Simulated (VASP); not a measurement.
## CdSe (Cadmoselite): single point with PBEsol

CdSe (Cadmoselite):

```xyz
4
Lattice="4.2419 0.0000 0.0000 -2.1209 3.6736 0.0000 0.0000 0.0000 6.9251" Properties=species:S:1:pos:R:3 pbc="T T T"
Cd    2.1209    1.2245    3.4626
Cd    0.0000    2.4491    0.0000
Se    2.1209    1.2245    6.1287
Se    0.0000    2.4491    2.6662
```

This cell differs from its parent crystal: volume scaled by 0.96.

```
Program             : VASP 6.6.1
Task                : single point
Functional          : PBEsol
Potentials or basis : VASP PAW PBE potentials, release 64 (Cd, Se)
Cutoff              : 520 eV
k mesh              : 7 × 7 × 4
Occupations         : fermi-dirac, width 0.05 eV
Spin                : no spin polarisation
```

```json
{
  "Pressure": "2.9 GPa",
  "Largest force": "0.319 eV/Å",
  "Band gap on the k mesh": "0.66 eV, direct"
}
```

Forces in eV/Å, atoms in the order of the input:
```
Cd   0.000  0.000  0.319
Cd   0.000  0.000  0.319
Se   0.000  0.000 -0.319
Se   0.000  0.000 -0.319
```

Stress tensor (GPa, compression positive):
```
3.74 0.00 0.00
0.00 3.74 0.00
0.00 0.00 1.28
```

Levels at points of the mesh, in eV from the valence-band top:
| k point | band 16 | band 17 | band 18 | band 19 | band 20 | band 21 |
| --- | --- | --- | --- | --- | --- | --- |
| (0.00, 0.00, 0.00) | -0.02 | 0.00 | 0.00 | 0.66 | 2.05 | 5.79 |
| (0.00, 0.00, 0.50) | -0.41 | -0.41 | -0.41 | 2.31 | 2.31 | 5.78 |

Run time: 50 s on 1 thread of Intel(R) Xeon(R) Platinum 8259CL CPU @ 2.50GHz (Skylake/Cascade Lake) (shared host), peak memory 0.25 GiB.

Caveat: the PAW data sets were made with another functional, which shifts forces and pressure a little.
